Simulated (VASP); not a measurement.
# TaN (P-6m2) in VASP: further runs

The runs below take TaN through single point, with PBEsol.

Everything below comes from runs of VASP 6.6.1. Logs are shortened: lines on timing, memory, paths and dates and some standing lists are left out, and cuts for length are marked.

## Step 1: The cell of the first run

Symmetry: P-6m2, No. 187, hexagonal system. Conventional cell: a = 2.962 Å, b = 2.962 Å, c = 2.907 Å, α = 90.00°, β = 90.00°, γ = 120.00°. Within 3.0 Å of Ta (site symmetry -6m2) lie 6 N at 2.24 Å and 8 Ta at 2.91 to 2.96 Å. Within 3.0 Å of N (site symmetry -6m2) lie 6 Ta at 2.24 Å and 8 N at 2.91 to 2.96 Å.

## Step 2: Single point, PBEsol

Input file INCAR:

```
SYSTEM = TaN
PREC     = Accurate       ! precision mode
ENCUT    = 520            ! plane-wave cutoff, eV
EDIFF    = 1E-6           ! SCF threshold, eV
ISMEAR   = -1             ! smearing method
SIGMA    = 0.1            ! smearing width, eV
LREAL    = .False.        ! projectors in reciprocal space
LASPH    = .True.         ! aspherical terms in the spheres
NELM     = 80             ! most SCF steps
ALGO     = Normal         ! electronic algorithm
ISIF     = 2              ! what is computed and relaxed
LWAVE    = .False.        ! write WAVECAR
LCHARG   = .True.         ! write CHGCAR
GGA      = PS             ! functional
LELF     = .True.         ! ELF
LVHAR    = .True.       
NBANDS   = 15             ! bands
```

Input file KPOINTS:

```
regular mesh
0
Gamma
  11 11 10
  0 0 0
```

Input file POSCAR:

```
TaN
1.0
    2.9622820929      0.0000000000      0.0000000000
   -1.4811410464      2.5654119123      0.0000000000
    0.0000000000      0.0000000000      2.9068275268
Ta N
1 1
Direct
    0.3333333333      0.6666666667      0.5000000000
    0.0000000000      0.0000000000      0.0000000000
```

Potentials or basis: VASP PAW PBE potentials, release 64 (Ta_pv, N).

The run is started by

```console
> cat potpaw_PBE.64/Ta_pv/POTCAR potpaw_PBE.64/N/POTCAR > POTCAR
> mpirun -np 1 vasp_std > vasp.out
```

OUTCAR:

```text
SYSTEM = TaN
   PREC = Accurate
   ENCUT = 520
   EDIFF = 1E-6
   ISMEAR = -1
   LREAL = .False.
   LASPH = .True.
   NELM = 80
   ISIF = 2
   GGA = PS

 ion  position               nearest neighbor table
   1  0.333  0.667  0.500-   2 2.24   2 2.24   2 2.24   2 2.24   2 2.24   2 2.24
   2  0.000  0.000  0.000-   1 2.24   1 2.24   1 2.24   1 2.24   1 2.24   1 2.24

  LATTYP: Found a hexagonal cell.
 ALAT       =     2.9622820929
 C/A-ratio  =     0.9812797822

  Lattice vectors:

 A1 = (   2.9622820929,   0.0000000000,   0.0000000000)
 A2 = (  -1.4811410464,   2.5654119123,   0.0000000000)
 A3 = (   0.0000000000,   0.0000000000,   2.9068275268)

Analysis of symmetry for initial positions (statically):
=====================================================================
 Subroutine PRICEL returns:
 Original cell was already a primitive cell.

 Routine SETGRP: Setting up the symmetry group for a
 hexagonal supercell.

 Subroutine GETGRP returns: Found 12 space group operations
 (whereof 12 operations were pure point group operations)
 out of a pool of 24 trial point group operations.

The static configuration has the point symmetry D_3h.

Analysis of symmetry for dynamics (positions and initial velocities):
=====================================================================
 Subroutine PRICEL returns:
 Original cell was already a primitive cell.

 Routine SETGRP: Setting up the symmetry group for a
 hexagonal supercell.

 Subroutine GETGRP returns: Found 12 space group operations
 (whereof 12 operations were pure point group operations)
 out of a pool of 24 trial point group operations.

The dynamic configuration has the point symmetry D_3h.

 Subroutine INISYM returns: Found 12 space group operations
 (whereof 12 operations are pure point group operations),
 and found     1 'primitive' translations

----------------------------------------------------------------------------------------

                                     Primitive cell

  volume of cell :      22.0904

  direct lattice vectors                    reciprocal lattice vectors
     2.962282093  0.000000000  0.000000000     0.337577573  0.194900475  0.000000000
    -1.481141046  2.565411912  0.000000000     0.000000000  0.389800950  0.000000000
     0.000000000  0.000000000  2.906827527     0.000000000  0.000000000  0.344017659

  length of vectors
     2.962282093  2.962282410  2.906827527     0.389800992  0.389800950  0.344017659

  position of ions in fractional coordinates (direct lattice)
     0.333333333  0.666666667  0.500000000
     0.000000000  0.000000000  0.000000000

  ion indices of the primitive-cell ions
   primitive index   ion index
                 1           1
                 2           2

----------------------------------------------------------------------------------------

 KPOINTS: regular mesh

Automatic generation of k-mesh.
 Grid dimensions read from file:
 generate k-points for:   11   11   10

 Generating k-lattice:

  Cartesian coordinates                     Fractional coordinates (reciprocal lattice)
     0.030688870  0.017718225  0.000000000     0.090909091  0.000000000  0.000000000
     0.000000000  0.035436450  0.000000000     0.000000000  0.090909091  0.000000000
     0.000000000  0.000000000  0.034401766     0.000000000  0.000000000  0.100000000

  Length of vectors
     0.035436454  0.035436450  0.034401766

  Shift w.r.t. Gamma in fractional coordinates (k-lattice)
     0.000000000  0.000000000  0.000000000

 Subroutine IBZKPT returns following result:
 ===========================================

 Found     96 irreducible k-points:

 Following reciprocal coordinates:
            Coordinates               Weight
  0.000000  0.000000  0.000000      1.000000
  0.090909  0.000000  0.000000      6.000000
  0.181818 -0.000000  0.000000      6.000000
  0.272727 -0.000000  0.000000      6.000000
  0.363636 -0.000000  0.000000      6.000000
  0.454545 -0.000000  0.000000      6.000000
[... 16 lines left out ...]
  0.090909  0.090909  0.100000     12.000000
  0.181818  0.090909  0.100000     24.000000
 [... further k-points ...]
   k-points           NKPTS =     96   k-points in BZ     NKDIM =     96   number of bands    NBANDS=     15
   number of dos      NEDOS =    301   number of ions     NIONS =      2
   total plane-waves  NPLWV =  13824
   dimension x,y,z NGX =    24 NGY =   24 NGZ =   24
   dimension x,y,z NGXF=    48 NGYF=   48 NGZF=   48
   ions per type =               1   1
   NGX,Y,Z   is equivalent  to a cutoff of  13.47, 13.47, 13.73 a.u.
   NGXF,Y,Z  is equivalent  to a cutoff of  26.94, 26.94, 27.45 a.u.
 SYSTEM =  TaN
   PREC   = accura    normal or accurate (medium, high low for compatibility)
   ISTART =      0    job   : 0-new  1-cont  2-samecut
   ICHARG =      2    charge: 1-file 2-atom 10-const
   ISPIN  =      1    spin polarized calculation?
   LNONCOLLINEAR =      F non collinear calculations
   LSORBIT =      F    spin-orbit coupling
   LASPH  =      T    aspherical Exc in radial PAW
   ENCUT  =  520.0 eV  38.22 Ry    6.18 a.u.   5.51  5.51  5.40*2*pi/ulx,y,z
   NELM   =     80;   NELMIN=  2; NELMDL= -5     # of ELM steps
   EDIFF  = 0.1E-05   stopping-criterion for ELM
   LREAL  =      F    real-space projection
   EDIFFG = 0.1E-04   stopping-criterion for IOM
   NSW    =      0    number of steps for IOM
   IBRION =     -1    ionic relax: 0-MD 1-quasi-New 2-CG
   NFREE  =      0    steps in history (QN), initial steepest desc. (CG)
   ISIF   =      2    stress and relaxation
   ISYM   =      2    0-nonsym 1-usesym 2-fastsym
   POTIM  = 0.5000    time-step for ionic-motion
   TEBEG  =    0.0;   TEEND  =   0.0 temperature during run
   PSTRESS=    0.0 pullay stress
   NELECT =      16.0000    total number of electrons
   NUPDOWN=      -1.0000    fix difference up-down
   EMIN   =  10.00;   EMAX   =-10.00  energy-range for DOS
   EFERMI =   0.00;   METHOD = LEGACY
   ISMEAR =    -1;   SIGMA  =   0.10  broadening in eV -4-tet -1-fermi 0-gaus
   EFERMI_NEDOS =   21; number of points for ismear=-14 and -15
   IALGO  =     38    algorithm
   IMIX   =      4    mixing-type and parameters
     AMIX     =   0.40;   BMIX     =  1.00
     AMIX_MAG =   1.60;   BMIX_MAG =  1.00
  volume/ion in A,a.u.               =      11.05        74.54
  Fermi-wavevector in a.u.,A,eV,Ry     =   1.470214  2.778302 29.409392  2.161529
  Thomas-Fermi vector in A             =   2.585498
   LORBIT       =      0    0 simple, 1 ext, 2 COOP (PROOUT), +10 PAW based schemes
   GGA     = PS    functional components
   LHFCALC =     F    Hartree Fock is set to
   AEXX    =    0.0000 exact exchange contribution
   IVDW    =     0    specifies the selected vdW correction
   LEPSILON=     F    determine dielectric tensor
   LRPA    =     F    only Hartree local field effects (RPA)
 non-spin polarized calculation
  energy-cutoff  :      520.00
  volume of cell :       22.09
 maximum number of plane-waves:       617
 NGX is ok and might be reduce to    24
   NGX = 11   NGY = 11   NGZ = 11

 number of electron      16.0000001 magnetization

 Free energy of the ion-electron system (eV)
  ---------------------------------------------------
  ext. energy  EPLUGINS =         0.00000000
  ---------------------------------------------------
  free energy    TOTEN  =       -23.77678337 eV

  energy without entropy =      -23.77404101  energy(sigma->0) =      -23.77541219

 E-fermi :   7.8411     XC(G=0): -13.3709

 val. band max:        7.8209133628   @ k =   0.0000   0.0000   0.4000
 cond. band min:       8.0201318394   @ k =   0.0909   0.0000   0.5000
 fundamental gap:      0.1992184766
 Fermi energy:         7.8411085923

 k-point     1 :       0.0000    0.0000    0.0000
  band No.  band energies     occupation
      1     -27.0161      2.00000
      2     -26.7608      2.00000
      3     -26.7608      2.00000
      4      -9.7124      2.00000
      5       3.3816      2.00000
      6       3.3817      2.00000
      7       3.7228      2.00000
      8       4.9575      2.00000
      9       9.8650      0.00000
     10      11.3210      0.00000
     11      11.3210      0.00000
     12      11.6744      0.00000
     13      11.6744      0.00000
     14      20.6790      0.00000
     15      21.1641      0.00000

 k-point     2 :       0.0909    0.0000    0.0000
  band No.  band energies     occupation
      1     -27.0058      2.00000
      2     -26.8422      2.00000
      3     -26.7783      2.00000
      4      -9.5479      2.00000
      5       2.8827      2.00000
      6       3.5058      2.00000
      7       3.9532      2.00000
      8       4.7225      2.00000
      9      10.4406      0.00000
     10      11.0028      0.00000
     11      11.3479      0.00000
     12      11.5905      0.00000
     13      11.8945      0.00000
     14      20.6586      0.00000
     15      21.1553      0.00000

 k-point     3 :       0.1818   -0.0000    0.0000
  band No.  band energies     occupation
      1     -27.0552      2.00000
      2     -26.9781      2.00000
      3     -26.8249      2.00000
      4      -9.1005      2.00000
      5       1.8845      2.00000
      6       3.8281      2.00000
      7       4.1673      2.00000
      8       4.4529      2.00000
      9      10.2108      0.00000
     10      11.3734      0.00000
     11      11.4844      0.00000
     12      11.8538      0.00000
     13      12.3560      0.00000
     14      20.6419      0.00000
     15      21.1438      0.00000

 k-point     4 :       0.2727   -0.0000    0.0000
  band No.  band energies     occupation
      1     -27.3229      2.00000
      2     -26.9416      2.00000
      3     -26.8852      2.00000
      4      -8.4935      2.00000
      5       0.8888      2.00000
      6       3.5526      2.00000
      7       4.2181      2.00000
      8       4.8405      2.00000
      9       9.9348      0.00000
     10      11.1049      0.00000
     11      11.8363      0.00000
     12      12.7271      0.00000
     13      13.1669      0.00000
     14      20.8188      0.00000
     15      21.1577      0.00000
[... 307 lines left out ...]
 k-point    22 :       0.4545   -0.0000    0.1000
  band No.  band energies     occupation
      1     -27.6807      2.00000
      2     -26.9639      2.00000
      3     -26.9627      2.00000
      4      -7.5254      2.00000
      5      -0.2512      2.00000
      6       2.6218      2.00000
      7       4.3853      2.00000
      8       4.9672      2.00000
      9      11.0304      0.00000
     10      11.1721      0.00000
     11      12.8161      0.00000
     12      13.0247      0.00000
     13      15.5109      0.00000
     14      19.1013      0.00000
     15      21.1264      0.00000

 k-point    23 :       0.0909    0.0909    0.1000
  band No.  band energies     occupation
      1     -27.0737      2.00000
      2     -26.9726      2.00000
      3     -26.8079      2.00000
      4      -9.0759      2.00000
      5       2.3050      2.00000
      6       3.1583      2.00000
      7       3.7582      2.00000
      8       5.2723      2.00000
      9       9.9667      0.00000
     10      10.4262      0.00000
     11      11.4111      0.00000
     12      12.4434      0.00000
     13      12.7586      0.00000
     14      20.5387      0.00000
     15      21.1395      0.00000

 k-point    24 :       0.1818    0.0909    0.1000
  band No.  band energies     occupation
      1     -27.2033      2.00000
      2     -27.0338      2.00000
      3     -26.8733      2.00000
      4      -8.5893      2.00000
      5       1.3959      2.00000
      6       3.0822      2.00000
      7       3.9597      2.00000
      8       5.3072      2.00000
      9       9.6074      0.00000
     10      10.6590      0.00000
     11      11.9628      0.00000
     12      12.5904      0.00000
     13      13.7066      0.00000
     14      20.4637      0.00000
     15      21.1306      0.00000

 [... further k-points ...]

------------------------ aborting loop because EDIFF is reached ----------------------------------------

  FORCE on cell =-STRESS in cart. coord.  units (eV):
  Direction    XX          YY          ZZ          XY          YZ          ZX
  --------------------------------------------------------------------------------------
  -------------------------------------------------------------------------------------
  Total       -1.6267692     -1.6267697     -1.7907993     -0.0000000      0.0000000      0.0000000
  in kB     -117.9868851   -117.9869188   -129.8837163     -0.0000000      0.0000000      0.0000000
  external PRESSURE =    -121.9525067 kB  Pullay stress =       0.0000000 kB

 VOLUME and BASIS-vectors are now :
 -----------------------------------------------------------------------------
  energy-cutoff  :      520.00
  volume of cell :       22.09
      direct lattice vectors                 reciprocal lattice vectors
     2.962282093  0.000000000  0.000000000     0.337577573  0.194900475  0.000000000
    -1.481141046  2.565411912  0.000000000     0.000000000  0.389800950  0.000000000
     0.000000000  0.000000000  2.906827527     0.000000000  0.000000000  0.344017659

 POSITION                                       TOTAL-FORCE (eV/Angst)
 -----------------------------------------------------------------------------------
     -0.00000      1.71027      1.45341         0.000000      0.000000      0.000000
      0.00000      0.00000      0.00000         0.000000     -0.000000      0.000000
 -----------------------------------------------------------------------------------
    total drift:                                0.000000      0.000005     -0.000000

  FREE ENERGIE OF THE ION-ELECTRON SYSTEM (eV)
  ---------------------------------------------------
  free  energy   TOTEN  =       -23.7767833737 eV

  energy  without entropy=      -23.7740410100  energy(sigma->0) =      -23.77541219
```

Run time: 66 s. Hardware: 1 thread of AMD EPYC 7R13, shared host; peak memory 0.13 GiB.

Results:

```yaml
Free_energy: -23.7768 eV
Pressure: -12.2 GPa
Band_gap_on_the_k_mesh: zero (band 8 reaches 8.22 eV, above the bottom of band 9 at 7.74 eV)
```

Stress tensor (GPa, compression positive):
```
-11.80   0.00   0.00
  0.00 -11.80   0.00
  0.00   0.00 -12.99
```

Levels at points of the mesh, in eV from the Fermi level:
| k point | band 4 | band 5 | band 6 | band 7 | band 8 | band 9 | band 10 | band 11 | band 12 | band 13 |
| --- | --- | --- | --- | --- | --- | --- | --- | --- | --- | --- |
| (0.00, 0.00, 0.00) | -17.55 | -4.46 | -4.46 | -4.12 | -2.88 | 2.02 | 3.48 | 3.48 | 3.83 | 3.83 |
| (0.00, 0.00, 0.50) | -15.00 | -9.24 | -3.66 | -3.66 | -0.10 | -0.10 | 2.36 | 3.22 | 3.22 | 7.92 |

Caveat: the PAW data sets were made with another functional, which shifts forces and pressure a little; spin-orbit coupling is left out, which moves the levels of the heavy elements.

## Step 3: Single point, PBEsol

This run uses another cell than the first one, of 11.31 Å³/atom, 1.024 times its volume.

Input file INCAR:

```
  PREC = Accurate
  ENCUT = 520
  EDIFF = 1E-6
  ISMEAR = -1
  SIGMA = 0.1
  LREAL = False
  LASPH = True
  NELM = 60
  ALGO = Normal
  ISIF = 2
  LWAVE = False
  LCHARG = True
  GGA = PS
  LELF = True
  LVHAR = True
  NBANDS = 15
```

Input file KPOINTS:

```
regular mesh
0
Gamma
  11 11 10
```

Input file POSCAR:

```
TaN
1.0
    2.9861724963      0.0000000000      0.0000000000
   -1.4930862482      2.5861016115      0.0000000000
    0.0000000000      0.0000000000      2.9302706967
Ta N
1 1
Direct
    0.3333333333      0.6666666667      0.5000000000
    0.0000000000      0.0000000000      0.0000000000
```

Potentials or basis: VASP PAW PBE potentials, release 64 (Ta_pv, N).

The run is started by

```console
> cat potpaw_PBE.64/Ta_pv/POTCAR potpaw_PBE.64/N/POTCAR > POTCAR
> mpirun -np 1 vasp_std > vasp.out
```

Wall time 65 s (1 thread of AMD EPYC 7R13, shared host); peak memory 0.13 GiB.

It converged, with:

| Item | Value |
| --- | --- |
| Free energy | -23.7240 eV |
| Pressure | -19.3 GPa |
| Band gap on the k mesh | zero (band 8 reaches 7.97 eV, above the bottom of band 9 at 7.50 eV) |

Stress tensor (GPa, compression positive):
```
-18.60   0.00   0.00
  0.00 -18.60   0.00
  0.00   0.00 -20.62
```

Levels at points of the mesh, in eV from the Fermi level:
| k point | band 6 | band 7 | band 8 | band 9 | band 10 | band 11 |
| --- | --- | --- | --- | --- | --- | --- |
| (0.00, 0.00, 0.00) | -4.35 | -4.01 | -2.85 | 1.85 | 3.37 | 3.37 |
| (0.00, 0.00, 0.50) | -3.58 | -3.58 | -0.10 | -0.10 | 2.29 | 3.15 |

Caveat: the PAW data sets were made with another functional, which shifts forces and pressure a little; spin-orbit coupling is left out, which moves the levels of the heavy elements.

(Part 1 of 2 ends here.)
